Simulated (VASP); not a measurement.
# Be2CdSe3 (Cmc2_1) in VASP: a series of runs

Runs on Be2CdSe3. Level: PBE. Tasks: single point.

All numbers are computed with VASP 6.6.1; they aren't measurements. Logs are shortened: lines on timing, memory, paths and dates and some standing lists are left out, and cuts for length are marked.

## 1. The cell of the first run

Symmetry: Cmc2_1, No. 36, orthorhombic system. The conventional cell has a = 11.644 Å, b = 6.734 Å, c = 6.324 Å, α = 90.00°, β = 90.00°, γ = 90.00°. Within 3.0 Å of Be (site symmetry 1) lie 4 Se at 2.25 to 2.27 Å. Cd (site symmetry m) has 4 Se at 2.66 to 2.67 Å within 3.5 Å. Within 3.0 Å of Se (site symmetry 1) lie 3 Be at 2.25 to 2.27 Å and 1 Cd at 2.67 Å. Se (site symmetry m) has 2 Be at 2.25 Å and 2 Cd at 2.66 to 2.67 Å within 3.0 Å.

## 2. Single point, PBE

Contents of INCAR:

```
  PREC = Accurate
  ENCUT = 520
  EDIFF = 1E-6
  ISMEAR = 0
  SIGMA = 0.1
  LREAL = F
  LASPH = T
  NELM = 80
  ALGO = Normal
  ISIF = 2
  LWAVE = F
  LCHARG = F
  GGA = PE
  NBANDS = 46
```

Contents of KPOINTS:

```
Automatic mesh
0
Gamma
  2 2 2
```

Contents of POSCAR:

```
Be2CdSe3
1.0
    0.0000000000      0.0000000000     -6.3244705021
    5.8219120149     -3.3670092862      0.0000000000
   -5.8219120149     -3.3670092862      0.0000000000
Be Cd Se
4 2 6
Direct
    0.5069912712      0.4859779687      0.8313025694
    0.0069912712      0.1686974306      0.5140220313
    0.0069912712      0.5140220313      0.1686974306
    0.5069912712      0.8313025694      0.4859779687
    0.0036246369      0.8231549578      0.8231549578
    0.5036246369      0.1768450422      0.1768450422
    0.8647536124      0.8365118422      0.4558002349
    0.8647536124      0.4558002349      0.8365118422
    0.9228855959      0.2129855552      0.2129855552
    0.3647536124      0.1634881578      0.5441997651
    0.3647536124      0.5441997651      0.1634881578
    0.4228855959      0.7870144448      0.7870144448
```

Potentials or basis: VASP PAW PBE potentials, release 64 (Be, Cd, Se).

On the command line:

```sh
cat potpaw_PBE.64/Be/POTCAR potpaw_PBE.64/Cd/POTCAR potpaw_PBE.64/Se/POTCAR > POTCAR
mpirun -np 1 vasp_std > vasp.out
```

OUTCAR:

```text
PREC = Accurate
   ENCUT = 520
   EDIFF = 1E-6
   ISMEAR = 0
   LREAL = F
   LASPH = T
   NELM = 80
   ISIF = 2
   GGA = PE

 ion  position               nearest neighbor table
   1  0.507  0.486  0.831-  10 2.25  12 2.25  11 2.25   8 2.27
   2  0.007  0.169  0.514-   8 2.25   9 2.25   7 2.25  10 2.27
   3  0.007  0.514  0.169-   7 2.25   9 2.25   8 2.25  11 2.27
   4  0.507  0.831  0.486-  11 2.25  12 2.25  10 2.25   7 2.27
   5  0.004  0.823  0.823-  12 2.66   8 2.67   7 2.67   9 2.67
   6  0.504  0.177  0.177-   9 2.66  10 2.67  11 2.67  12 2.67
   7  0.865  0.837  0.456-   3 2.25   2 2.25   4 2.27   5 2.67
   8  0.865  0.456  0.837-   2 2.25   3 2.25   1 2.27   5 2.67
   9  0.923  0.213  0.213-   2 2.25   3 2.25   6 2.66   5 2.67
  10  0.365  0.163  0.544-   1 2.25   4 2.25   2 2.27   6 2.67
  11  0.365  0.544  0.163-   4 2.25   1 2.25   3 2.27   6 2.67
  12  0.423  0.787  0.787-   1 2.25   4 2.25   5 2.66   6 2.67

  LATTYP: Found a base centered orthorhombic cell.
 ALAT       =     6.7340185724
 B/A-ratio  =     1.7291048287
 C/A-ratio  =     0.9391822185

  Lattice vectors:

 A1 = (   5.8219120149,  -3.3670092862,   0.0000000000)
 A2 = (  -5.8219120149,  -3.3670092862,   0.0000000000)
 A3 = (   0.0000000000,   0.0000000000,  -6.3244705021)

Analysis of symmetry for initial positions (statically):
=====================================================================
 Subroutine PRICEL returns:
 Original cell was already a primitive cell.

 Routine SETGRP: Setting up the symmetry group for a
 base centered orthorhombic supercell.

 Subroutine GETGRP returns: Found  4 space group operations
 (whereof  2 operations were pure point group operations)
 out of a pool of  8 trial point group operations.

The static configuration has the point symmetry C_1h.
 The point group associated with its full space group is C_2v.

Analysis of symmetry for dynamics (positions and initial velocities):
=====================================================================
 Subroutine PRICEL returns:
 Original cell was already a primitive cell.

 Routine SETGRP: Setting up the symmetry group for a
 base centered orthorhombic supercell.

 Subroutine GETGRP returns: Found  4 space group operations
 (whereof  2 operations were pure point group operations)
 out of a pool of  8 trial point group operations.

The dynamic configuration has the point symmetry C_1h.
 The point group associated with its full space group is C_2v.

 Subroutine INISYM returns: Found  4 space group operations
 (whereof  2 operations are pure point group operations),
 and found     1 'primitive' translations

----------------------------------------------------------------------------------------

                                     Primitive cell

  volume of cell :     247.9500

  direct lattice vectors                    reciprocal lattice vectors
     0.000000000  0.000000000 -6.324470502     0.000000000  0.000000000 -0.158116003
     5.821912015 -3.367009286  0.000000000     0.085882438 -0.148499739  0.000000000
    -5.821912015 -3.367009286  0.000000000    -0.085882438 -0.148499739  0.000000000

  length of vectors
     6.324470502  6.725430175  6.725430175     0.158116003  0.171545812  0.171545812

  position of ions in fractional coordinates (direct lattice)
     0.506991271  0.485977969  0.831302569
     0.006991271  0.168697431  0.514022031
     0.006991271  0.514022031  0.168697431
     0.506991271  0.831302569  0.485977969
     0.003624637  0.823154958  0.823154958
     0.503624637  0.176845042  0.176845042
     0.864753612  0.836511842  0.455800235
     0.864753612  0.455800235  0.836511842
     0.922885596  0.212985555  0.212985555
     0.364753612  0.163488158  0.544199765
     0.364753612  0.544199765  0.163488158
     0.422885596  0.787014445  0.787014445

  ion indices of the primitive-cell ions
   primitive index   ion index
                 1           1
                 2           2
                 3           3
                 4           4
                 5           5
                 6           6
                 7           7
                 8           8
                 9           9
                10          10
                11          11
                12          12

----------------------------------------------------------------------------------------

 KPOINTS: Automatic mesh

Automatic generation of k-mesh.
 Grid dimensions read from file:
 generate k-points for:    2    2    2

 Generating k-lattice:

  Cartesian coordinates                     Fractional coordinates (reciprocal lattice)
     0.000000000  0.000000000 -0.079058002     0.500000000  0.000000000  0.000000000
     0.042941219 -0.074249869  0.000000000     0.000000000  0.500000000  0.000000000
    -0.042941219 -0.074249869  0.000000000     0.000000000  0.000000000  0.500000000

  Length of vectors
     0.079058002  0.085772906  0.085772906

  Shift w.r.t. Gamma in fractional coordinates (k-lattice)
     0.000000000  0.000000000  0.000000000

 Subroutine IBZKPT returns following result:
 ===========================================

 Found      6 irreducible k-points:

 Following reciprocal coordinates:
            Coordinates               Weight
  0.000000  0.000000  0.000000      1.000000
  0.500000  0.000000  0.000000      1.000000
  0.000000  0.500000 -0.000000      2.000000
  0.500000  0.500000 -0.000000      2.000000
  0.000000  0.500000  0.500000      1.000000
  0.500000  0.500000  0.500000      1.000000
   k-points           NKPTS =      6   k-points in BZ     NKDIM =      6   number of bands    NBANDS=     46
   number of dos      NEDOS =    301   number of ions     NIONS =     12
   total plane-waves  NPLWV = 120000
   dimension x,y,z NGX =    48 NGY =   50 NGZ =   50
   dimension x,y,z NGXF=    96 NGYF=  100 NGZF=  100
   ions per type =               4   2   6
   NGX,Y,Z   is equivalent  to a cutoff of  12.62, 12.36, 12.36 a.u.
   NGXF,Y,Z  is equivalent  to a cutoff of  25.23, 24.72, 24.72 a.u.
 SYSTEM =  unknown system
   PREC   = accura    normal or accurate (medium, high low for compatibility)
   ISTART =      0    job   : 0-new  1-cont  2-samecut
   ICHARG =      2    charge: 1-file 2-atom 10-const
   ISPIN  =      1    spin polarized calculation?
   LNONCOLLINEAR =      F non collinear calculations
   LSORBIT =      F    spin-orbit coupling
   LASPH  =      T    aspherical Exc in radial PAW
   ENCUT  =  520.0 eV  38.22 Ry    6.18 a.u.  11.76 12.50 12.50*2*pi/ulx,y,z
   NELM   =     80;   NELMIN=  2; NELMDL= -5     # of ELM steps
   EDIFF  = 0.1E-05   stopping-criterion for ELM
   LREAL  =      F    real-space projection
   EDIFFG = 0.1E-04   stopping-criterion for IOM
   NSW    =      0    number of steps for IOM
   IBRION =     -1    ionic relax: 0-MD 1-quasi-New 2-CG
   NFREE  =      0    steps in history (QN), initial steepest desc. (CG)
   ISIF   =      2    stress and relaxation
   ISYM   =      2    0-nonsym 1-usesym 2-fastsym
   POTIM  = 0.5000    time-step for ionic-motion
   TEBEG  =    0.0;   TEEND  =   0.0 temperature during run
   PSTRESS=    0.0 pullay stress
   NELECT =      68.0000    total number of electrons
   NUPDOWN=      -1.0000    fix difference up-down
   EMIN   =  10.00;   EMAX   =-10.00  energy-range for DOS
   EFERMI =   0.00;   METHOD = LEGACY
   ISMEAR =     0;   SIGMA  =   0.10  broadening in eV -4-tet -1-fermi 0-gaus
   EFERMI_NEDOS =   21; number of points for ismear=-14 and -15
   IALGO  =     38    algorithm
   IMIX   =      4    mixing-type and parameters
     AMIX     =   0.40;   BMIX     =  1.00
     AMIX_MAG =   1.60;   BMIX_MAG =  1.00
  volume/ion in A,a.u.               =      20.66       139.44
  Fermi-wavevector in a.u.,A,eV,Ry     =   1.063628  2.009965 15.392333  1.131305
  Thomas-Fermi vector in A             =   2.199119
   LORBIT       =      0    0 simple, 1 ext, 2 COOP (PROOUT), +10 PAW based schemes
   GGA     = PE    functional components
   LHFCALC =     F    Hartree Fock is set to
   AEXX    =    0.0000 exact exchange contribution
   IVDW    =     0    specifies the selected vdW correction
   LEPSILON=     F    determine dielectric tensor
   LRPA    =     F    only Hartree local field effects (RPA)
 non-spin polarized calculation
 Gauss-broadening in eV      SIGMA  =   0.10
  energy-cutoff  :      520.00
  volume of cell :      247.95
 maximum number of plane-waves:      6716
 NGX is ok and might be reduce to    48
   NGX = 23   NGY = 25   NGZ = 25

 number of electron      67.9999995 magnetization

 Free energy of the ion-electron system (eV)
  ---------------------------------------------------
  ext. energy  EPLUGINS =         0.00000000
  ---------------------------------------------------
  free energy    TOTEN  =       -45.95302344 eV

  energy without entropy =      -45.95302344  energy(sigma->0) =      -45.95302344

 E-fermi :   2.7408     XC(G=0):  -9.2626

 val. band max:        2.2618321333   @ k =   0.0000   0.0000   0.0000
 cond. band min:       4.6114922183   @ k =   0.0000   0.0000   0.0000
 fundamental gap:      2.3496600850
 Fermi energy:         2.7408176874

 k-point     1 :       0.0000    0.0000    0.0000
  band No.  band energies     occupation
      1     -10.9639      2.00000
      2     -10.0356      2.00000
      3      -9.7459      2.00000
      4      -9.7406      2.00000
      5      -9.7137      2.00000
      6      -9.7053      2.00000
[... 38 lines left out ...]
     45       8.8761      0.00000
     46       9.3076      0.00000

 k-point     2 :       0.5000    0.0000    0.0000
  band No.  band energies     occupation
      1     -10.5445      2.00000
      2     -10.5445      2.00000
      3      -9.7354      2.00000
      4      -9.7354      2.00000
      5      -9.6811      2.00000
      6      -9.6811      2.00000
[... 188 lines left out ...]
 k-point     6 :       0.5000    0.5000    0.5000
  band No.  band energies     occupation
      1     -10.2598      2.00000
      2     -10.2598      2.00000
      3     -10.0315      2.00000
      4     -10.0315      2.00000
      5      -9.7315      2.00000
      6      -9.7315      2.00000
[... 38 lines left out ...]
     45       8.2107      0.00000
     46       8.2107      0.00000

------------------------ aborting loop because EDIFF is reached ----------------------------------------

  FORCE on cell =-STRESS in cart. coord.  units (eV):
  Direction    XX          YY          ZZ          XY          YZ          ZX
  --------------------------------------------------------------------------------------
  -------------------------------------------------------------------------------------
  Total        0.5505886      0.7929218     -0.0292374      0.0000000      0.0000000      0.0000000
  in kB        3.5577354      5.1236192     -0.1889231      0.0000000      0.0000000      0.0000000
  external PRESSURE =       2.8308105 kB  Pullay stress =       0.0000000 kB

 VOLUME and BASIS-vectors are now :
 -----------------------------------------------------------------------------
  energy-cutoff  :      520.00
  volume of cell :      247.95
      direct lattice vectors                 reciprocal lattice vectors
     0.000000000  0.000000000 -6.324470502     0.000000000  0.000000000 -0.158116003
     5.821912015 -3.367009286  0.000000000     0.085882438 -0.148499739  0.000000000
    -5.821912015 -3.367009286  0.000000000    -0.085882438 -0.148499739  0.000000000

 POSITION                                       TOTAL-FORCE (eV/Angst)
 -----------------------------------------------------------------------------------
     -2.01045     -4.43530     -3.20645         0.002053     -0.002341     -0.001616
     -2.01045     -2.29872     -0.04422         0.002053      0.002341     -0.001616
      2.01045     -2.29872     -0.04422        -0.002053      0.002341     -0.001616
      2.01045     -4.43530     -3.20645        -0.002053     -0.002341     -0.001616
      0.00000     -5.54314     -0.02292         0.000000     -0.006490     -0.003387
      0.00000     -1.19088     -3.18516         0.000000      0.006490     -0.003387
      2.21647     -4.35123     -5.46911        -0.042365     -0.022181      0.029704
     -2.21647     -4.35123     -5.46911         0.042365     -0.022181      0.029704
      0.00000     -1.43425     -5.83676         0.000000      0.040963     -0.052790
     -2.21647     -2.38279     -2.30687         0.042365      0.022181      0.029704
      2.21647     -2.38279     -2.30687        -0.042365      0.022181      0.029704
      0.00000     -5.29977     -2.67453         0.000000     -0.040963     -0.052790
 -----------------------------------------------------------------------------------
    total drift:                               -0.000002     -0.000001      0.001552

  FREE ENERGIE OF THE ION-ELECTRON SYSTEM (eV)
  ---------------------------------------------------
  free  energy   TOTEN  =       -45.9530234381 eV

  energy  without entropy=      -45.9530234381  energy(sigma->0) =      -45.95302344
```

Wall time 47 s (1 thread of Intel Xeon 6975P-C (Granite Rapids), shared host); peak memory 0.37 GiB.

Results:

| Property | Result |
| --- | --- |
| Free energy | -45.9530 eV |
| Pressure | 0.3 GPa |
| Largest force | 0.067 eV/Å |
| Band gap on the k mesh | 2.35 eV, direct |

Forces on the atoms (eV/Å):
```
Be   0.002 -0.002 -0.002
Be   0.002  0.002 -0.002
Be  -0.002  0.002 -0.002
Be  -0.002 -0.002 -0.002
Cd   0.000 -0.006 -0.003
Cd   0.000  0.006 -0.003
Se  -0.042 -0.022  0.030
Se   0.042 -0.022  0.030
Se   0.000  0.041 -0.053
Se   0.042  0.022  0.030
Se  -0.042  0.022  0.030
Se   0.000 -0.041 -0.053
```

Stress tensor (GPa, compression positive):
```
 0.36  0.00  0.00
 0.00  0.51  0.00
 0.00  0.00 -0.02
```

Caveat: the k points lie up to 0.54 Å⁻¹ apart. A k mesh can miss the band edges.

## 3. Single point, PBE

Contents of INCAR:

```
PREC = Accurate
ENCUT = 520
EDIFF = 1E-7
ISMEAR = 0
SIGMA = 0.02
LREAL = False
LASPH = True
NELM = 80
ALGO = Normal
ISIF = 2
LWAVE = False
LCHARG = True
GGA = PE
LELF = True
LVHAR = True
NBANDS = 46
```

Contents of KPOINTS:

```
regular mesh
0
Gamma
  6 6 4
```

Contents of POSCAR:

```
Be2CdSe3
1.0
    5.8219120149     -3.3670092862      0.0000000000
    5.8219120149      3.3670092862      0.0000000000
    0.0000000000      0.0000000000      6.3244705021
Be Cd Se
4 2 6
Direct
    0.4859779687      0.1686974306      0.4930087288
    0.1686974306      0.4859779687      0.9930087288
    0.5140220313      0.8313025694      0.9930087288
    0.8313025694      0.5140220313      0.4930087288
    0.8231549578      0.1768450422      0.9963753631
    0.1768450422      0.8231549578      0.4963753631
    0.8365118422      0.5441997651      0.1352463876
    0.4558002349      0.1634881578      0.1352463876
    0.2129855552      0.7870144448      0.0771144041
    0.1634881578      0.4558002349      0.6352463876
    0.5441997651      0.8365118422      0.6352463876
    0.7870144448      0.2129855552      0.5771144041
```

Potentials or basis: VASP PAW PBE potentials, release 64 (Be, Cd, Se).

On the command line:

```sh
cat potpaw_PBE.64/Be/POTCAR potpaw_PBE.64/Cd/POTCAR potpaw_PBE.64/Se/POTCAR > POTCAR
mpirun -np 1 vasp_std > vasp.out
```

Run time: 4.5 min. Hardware: 1 thread of Intel Xeon 6975P-C (Granite Rapids), shared host; peak memory 0.57 GiB.

Results (log left out):

```
Free energy            : -46.0891 eV
Pressure               : 0.2 GPa
Largest force          : 0.026 eV/Å
Band gap on the k mesh : 2.35 eV, direct
```

Forces in eV/Å, atoms in the order of the input:
```
Be  -0.001  0.000 -0.001
Be  -0.001  0.000 -0.001
Be   0.001  0.000 -0.001
Be   0.001  0.000 -0.001
Cd   0.000  0.000  0.002
Cd   0.000  0.000  0.002
Se   0.014  0.009  0.007
Se  -0.014  0.009  0.007
Se   0.000 -0.022 -0.014
Se  -0.014 -0.009  0.007
Se   0.014 -0.009  0.007
Se   0.000  0.022 -0.014
```

Levels at points of the mesh, in eV from the valence-band top:
```tsv
k point	band 30	band 31	band 32	band 33	band 34	band 35	band 36	band 37	band 38	band 39
(0.00, 0.00, 0.00)	-0.90	-0.84	-0.13	-0.02	0.00	2.35	2.79	3.85	3.87	5.03
(0.50, 0.00, 0.00)	-1.16	-0.97	-0.91	-0.75	-0.51	2.84	3.36	4.62	4.69	4.78
(0.50, 0.50, 0.00)	-1.26	-1.06	-0.80	-0.68	-0.42	2.75	3.37	4.40	4.54	4.85
(0.00, 0.00, 0.50)	-0.75	-0.49	-0.49	-0.44	-0.44	3.24	3.24	4.09	4.09	4.65
(0.50, 0.00, 0.50)	-1.61	-1.07	-1.07	-0.74	-0.74	3.15	3.15	4.35	4.35	4.46
(0.50, 0.50, 0.50)	-1.72	-1.03	-1.03	-0.92	-0.92	3.29	3.29	4.41	4.41	4.63
```

A k mesh can miss the band edges. PBE gaps usually lie below the measured ones, often by a third to a half.
